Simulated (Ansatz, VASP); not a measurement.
**Ru in VASP and in Ansatz**

```xyz
2
Lattice="2.6897 0.0000 0.0000 -1.3448 2.3293 0.0000 0.0000 0.0000 4.2524" Properties=species:S:1:pos:R:3 pbc="T T T"
Ru   -0.0933    1.6929    1.0631
Ru    1.4381    0.6364    3.1893
```

Change from the starting cell: mode 4 frozen in at -0.093 Å and mode 5 at +0.140 Å (largest displacements).

Alike in both runs: task single point; functional PBEsol; k mesh 18 × 18 × 10; occupations gaussian, width 0.15 eV; no spin polarisation.

|  | VASP | Ansatz |
| --- | --- | --- |
| version | VASP 6.6.1 | Ansatz 0.2.0 |
| potentials or method | VASP PAW PBE potentials, release 64 (Ru_pv), cutoff 520 eV | scalar-relativistic, plane waves, PAW |
| valence electrons in the cell | 28 | 32 |

|  | VASP | Ansatz | Ansatz less VASP |
| --- | --- | --- | --- |
| gap on the k mesh at the Fermi level (eV) | none | none | - |
| pressure (GPa) | 5.5 | 5.6 | +0.06 |
| traceless stress, the component that is largest in VASP (GPa) | -8.80 | -8.75 | +0.045 |
| rms of the force components (eV/Å) | 1.360 | 1.361 | +0.0008 |

VASP's potentials were made for PBE, not for PBEsol, and Ansatz warns of the same on its side. Atom by atom the forces differ by 0.004 eV/Å (rms over components). A gap of «none» marks a metal or a gap that the smearing closes. VASP's potentials hold 28 valence electrons a cell and Ansatz's 32, so a difference there can come from the potentials and not from the codes.
